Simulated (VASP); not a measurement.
Here is a VASP 6.6.1 calculation.

INCAR

```
PREC = Accurate
ENCUT = 600
EDIFF = 1E-6
ISMEAR = 0
SIGMA = 0.1
LREAL = F
LASPH = T
NELM = 120
ALGO = Normal
ISIF = 2
LWAVE = F
LCHARG = F
GGA = PE
NBANDS = 14
GGA_COMPAT = F
```

The input KPOINTS:

```
Automatic mesh
0
Gamma
  16 16 16
```

Contents of POSCAR:

```
HfC
1.0
    0.0000000000      2.3257368775      2.3257368775
    2.3257368775      0.0000000000      2.3257368775
    2.3257368775      2.3257368775      0.0000000000
Hf C
1 1
Direct
    0.0000000000      0.0000000000      0.0000000000
    0.5000000000      0.5000000000      0.5000000000
```

Potentials or basis: VASP PAW PBE potentials, release 64 (Hf_pv, C).

Run with:

```bash
$ cat potpaw_PBE.64/Hf_pv/POTCAR potpaw_PBE.64/C/POTCAR > POTCAR
$ mpirun -np 1 vasp_std > vasp.out
```

(1) Estimate the band gap on the k mesh.

(2) Estimate the pressure.

## Answers

(1) zero (band 7 reaches 6.95 eV, above the bottom of band 8 at 5.52 eV).

(2) -0.8 GPa.

Caveat: spin-orbit coupling is left out, which moves the levels of the heavy elements.
